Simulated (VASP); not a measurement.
# SnO (C2) in VASP: single point with PBEsol+D3(BJ)

Aim: the single point of SnO with PBEsol+D3(BJ).

Everything below comes from runs of VASP 6.6.1. Logs are shortened: lines on timing, memory, paths and dates and some standing lists are left out, and cuts for length are marked.

### Step 1. The cell of the first run

It takes space group C2 (No. 5, monoclinic). The conventional cell has a = 5.332 Å, b = 5.332 Å, c = 4.563 Å, α = 90.00°, β = 90.00°, γ = 90.00°. Sn (site symmetry 1) has 4 O at 2.00 to 2.47 Å within 2.6 Å. Within 2.7 Å of O (site symmetry 2) lie 4 Sn at 2.00 to 2.47 Å and 3 O at 2.27 to 2.69 Å. O (site symmetry 2) has 4 Sn at 2.21 Å and 3 O at 2.27 to 2.69 Å within 2.9 Å.

### Step 2. Single point, PBEsol+D3(BJ) (atom 3 (O) moved +0.394 Å towards its neighbour atom 4 (O) at 2.666 Å)

The input, INCAR:

```
SYSTEM = SnO
PREC = Accurate ; ENCUT = 600
EDIFF = 1E-6 ; ISMEAR = 0
SIGMA = 0.15 ; LREAL = .False.
LASPH = .True. ; NELM = 120
ALGO = Normal ; ISIF = 2
LWAVE = .False. ; LCHARG = .False.
GGA = PS ; IVDW = 12
NBANDS = 28 ; GGA_COMPAT = .False.
```

The input, KPOINTS:

```
Automatic mesh
0
Gamma
  12 12 10
  0 0 0
```

The input, POSCAR:

```
SnO
1.0
    3.7703910616      0.0000000000      0.0000000000
    0.0000000000      3.7703910616      0.0000000000
    0.0000000000      0.0000000000      4.5633702865
Sn O
2 2
Direct
    0.0000000000      0.5000000000      0.2532585894
    0.5000000000      0.0000000000      0.7467414106
   -0.0738540501     -0.0738540501      0.0000000000
    0.5000000000      0.5000000000      0.0000000000
```

Potentials or basis: VASP PAW PBE potentials, release 64 (Sn_d, O).

On the command line:

```bash
$ cat potpaw_PBE.64/Sn_d/POTCAR potpaw_PBE.64/O/POTCAR > POTCAR
$ mpirun -np 1 vasp_std > vasp.out
```

OUTCAR:

```text
SYSTEM = SnO
   PREC = Accurate
   ENCUT = 600
   EDIFF = 1E-6
   ISMEAR = 0
   LREAL = .False.
   LASPH = .True.
   NELM = 120
   ISIF = 2
   GGA = PS
   IVDW = 12
 IVDW          = 12

 ion  position               nearest neighbor table
   1  0.000  0.500  0.253-   3 2.00   4 2.21   4 2.21   3 2.47   2 3.49   2 3.49   2 3.49   2 3.49
                             2 3.53   2 3.53   2 3.53   2 3.53
   2  0.500  0.000  0.747-   3 2.00   4 2.21   4 2.21   3 2.47   1 3.49   1 3.49   1 3.49   1 3.49
                             1 3.53   1 3.53   1 3.53   1 3.53
   3  0.926  0.926  0.000-   1 2.00   2 2.00   2 2.47   1 2.47
   4  0.500  0.500  0.000-   1 2.21   2 2.21   2 2.21   1 2.21

  LATTYP: Found a simple tetragonal cell.
 ALAT       =     3.7703910616
 C/A-ratio  =     1.2103175007

  Lattice vectors:

 A1 = (   3.7703910616,   0.0000000000,   0.0000000000)
 A2 = (   0.0000000000,   3.7703910616,   0.0000000000)
 A3 = (   0.0000000000,   0.0000000000,   4.5633702865)

Analysis of symmetry for initial positions (statically):
=====================================================================
 Subroutine PRICEL returns:
 Original cell was already a primitive cell.

 Routine SETGRP: Setting up the symmetry group for a
 simple tetragonal supercell.

 Subroutine GETGRP returns: Found  2 space group operations
 (whereof  2 operations were pure point group operations)
 out of a pool of 16 trial point group operations.

The static configuration has the point symmetry C_2 .

Analysis of symmetry for dynamics (positions and initial velocities):
=====================================================================
 Subroutine PRICEL returns:
 Original cell was already a primitive cell.

 Routine SETGRP: Setting up the symmetry group for a
 simple tetragonal supercell.

 Subroutine GETGRP returns: Found  2 space group operations
 (whereof  2 operations were pure point group operations)
 out of a pool of 16 trial point group operations.

The dynamic configuration has the point symmetry C_2 .

 Subroutine INISYM returns: Found  2 space group operations
 (whereof  2 operations are pure point group operations),
 and found     1 'primitive' translations

----------------------------------------------------------------------------------------

                                     Primitive cell

  volume of cell :      64.8722

  direct lattice vectors                    reciprocal lattice vectors
     3.770391062  0.000000000  0.000000000     0.265224478  0.000000000  0.000000000
     0.000000000  3.770391062  0.000000000     0.000000000  0.265224478  0.000000000
[... 92 lines left out ...]
   NSW    =      0    number of steps for IOM
   IBRION =     -1    ionic relax: 0-MD 1-quasi-New 2-CG
   NFREE  =      0    steps in history (QN), initial steepest desc. (CG)
   ISIF   =      2    stress and relaxation
   ISYM   =      2    0-nonsym 1-usesym 2-fastsym
   POTIM  = 0.5000    time-step for ionic-motion
   TEBEG  =    0.0;   TEEND  =   0.0 temperature during run
   PSTRESS=    0.0 pullay stress
   NELECT =      40.0000    total number of electrons
   NUPDOWN=      -1.0000    fix difference up-down
   EMIN   =  10.00;   EMAX   =-10.00  energy-range for DOS
   EFERMI =   0.00;   METHOD = LEGACY
   ISMEAR =     0;   SIGMA  =   0.15  broadening in eV -4-tet -1-fermi 0-gaus
   EFERMI_NEDOS =   21; number of points for ismear=-14 and -15
   IALGO  =     38    algorithm
   IMIX   =      4    mixing-type and parameters
     AMIX     =   0.40;   BMIX     =  1.00
     AMIX_MAG =   1.60;   BMIX_MAG =  1.00
  volume/ion in A,a.u.               =      16.22       109.44
  Fermi-wavevector in a.u.,A,eV,Ry     =   1.393398  2.633141 26.416518  1.941559
  Thomas-Fermi vector in A             =   2.517048
   LORBIT       =      0    0 simple, 1 ext, 2 COOP (PROOUT), +10 PAW based schemes
   GGA     = PS    functional components
   LHFCALC =     F    Hartree Fock is set to
   AEXX    =    0.0000 exact exchange contribution
   IVDW    =    12    specifies the selected vdW correction
   LEPSILON=     F    determine dielectric tensor
   LRPA    =     F    only Hartree local field effects (RPA)
 non-spin polarized calculation
 Gauss-broadening in eV      SIGMA  =   0.15
  energy-cutoff  :      600.00
  volume of cell :       64.87
 maximum number of plane-waves:      2198
   NGX = 15   NGY = 15   NGZ = 19

 number of electron      40.0000017 magnetization

 Free energy of the ion-electron system (eV)
  ---------------------------------------------------
  ext. energy  EPLUGINS =         0.00000000
  ---------------------------------------------------
  free energy    TOTEN  =       -23.45758846 eV

  energy without entropy =      -23.45365749  energy(sigma->0) =      -23.45562298

 E-fermi :   7.9685     XC(G=0): -10.9207

 val. band max:        7.9678464364   @ k =   0.4167  -0.4167   0.1000
 cond. band min:       7.9724877796   @ k =   0.0833   0.0833   0.1000
 fundamental gap:      0.0046413431
 Fermi energy:         7.9684899315

 k-point     1 :       0.0000    0.0000    0.0000
  band No.  band energies     occupation
      1     -14.2253      2.00000
      2     -13.8522      2.00000
      3     -13.6595      2.00000
      4     -13.6215      2.00000
      5     -13.6034      2.00000
      6     -13.5725      2.00000
[... 733 lines left out ...]
     27      16.3447      0.00000
     28      16.7109      0.00000

 [... further k-points ...]

------------------------ aborting loop because EDIFF is reached ----------------------------------------

 Edisp (eV)   -0.93347

 E8    (eV) :    -0.6177

  FORCE on cell =-STRESS in cart. coord.  units (eV):
  Direction    XX          YY          ZZ          XY          YZ          ZX
  --------------------------------------------------------------------------------------
  -------------------------------------------------------------------------------------
  Total       2.65983     2.65983     1.53142     0.84034    -1.67134     1.67133
  in kB      65.69113    65.69113    37.82224    20.75418   -41.27771    41.27759
  external pressure =       56.40 kB  Pullay stress =        0.00 kB

 VOLUME and BASIS-vectors are now :
 -----------------------------------------------------------------------------
  energy-cutoff  :      600.00
  volume of cell :       64.87
      direct lattice vectors                 reciprocal lattice vectors
     3.770391062  0.000000000  0.000000000     0.265224478  0.000000000  0.000000000
     0.000000000  3.770391062  0.000000000     0.000000000  0.265224478  0.000000000
     0.000000000  0.000000000  4.563370286     0.000000000  0.000000000  0.219136282

 POSITION                                       TOTAL-FORCE (eV/Angst)
 -----------------------------------------------------------------------------------
      0.00000      1.88520      1.15571        -0.019562     -1.193273      0.706961
      1.88520      0.00000      3.40766        -1.193273     -0.019562     -0.706961
      3.49193      3.49193      0.00000         2.803228      2.803228      0.000000
      1.88520      1.88520      0.00000        -1.590393     -1.590393      0.000000
 -----------------------------------------------------------------------------------
    total drift:                                0.000199      0.000199     -0.000001

  FREE ENERGIE OF THE ION-ELECTRON SYSTEM (eV)
  ---------------------------------------------------
  free  energy   TOTEN  =       -24.3910545056 eV

  energy  without entropy=      -24.3871235325  energy(sigma->0) =      -24.38908902
```

stdout:

```text
POSCAR found type information on POSCAR SnO
 POSCAR found :  2 types and       4 ions
 scaLAPACK will be used
 -----------------------------------------------------------------------------
|                                                                             |
|                                                                             |
|     You enforced a specific xc type in the INCAR file but a different       |
|     I HOPE YOU KNOW WHAT YOU ARE DOING!                                     |
|                                                                             |
 -----------------------------------------------------------------------------

 LDA part: xc-table for (Slater+PW92), standard interpolation
 POSCAR, INCAR and KPOINTS ok, starting setup
 FFT: planning ... GRIDC
 FFT: planning ... GRID_SOFT
 FFT: planning ... GRID
 WAVECAR not read
 entering main loop
```

It took 11 min on 1 thread of Oxide Virtual Turin-like, shared host; peak memory 0.72 GiB.

Results:

| Property | Result |
| --- | --- |
| Free energy | -24.3911 eV |
| Pressure | 5.6 GPa |
| Largest force | 3.964 eV/Å |
| Band gap on the k mesh | zero (bands 20 and 21 overlap by 0.61 eV) |
| Dispersion energy per atom | -0.233 eV |

Forces in eV/Å, atoms in the order of the input:
```
Sn  -0.020 -1.193  0.707
Sn  -1.193 -0.020 -0.707
O    2.803  2.803  0.000
O   -1.590 -1.590  0.000
```

Stress tensor (GPa, compression positive):
```
 6.57  2.08  4.13
 2.08  6.57 -4.13
 4.13 -4.13  3.78
```

Caveat: the cell differs from its parent crystal (atom 3 (O) moved +0.394 Å towards its neighbour atom 4 (O) at 2.666 Å); the cell stands under pressure; semilocal functionals underestimate gaps, and a narrow one can read as zero; the PAW data sets were made with another functional, which shifts forces and pressure a little; spin-orbit coupling is left out, which moves the levels of the heavy elements.
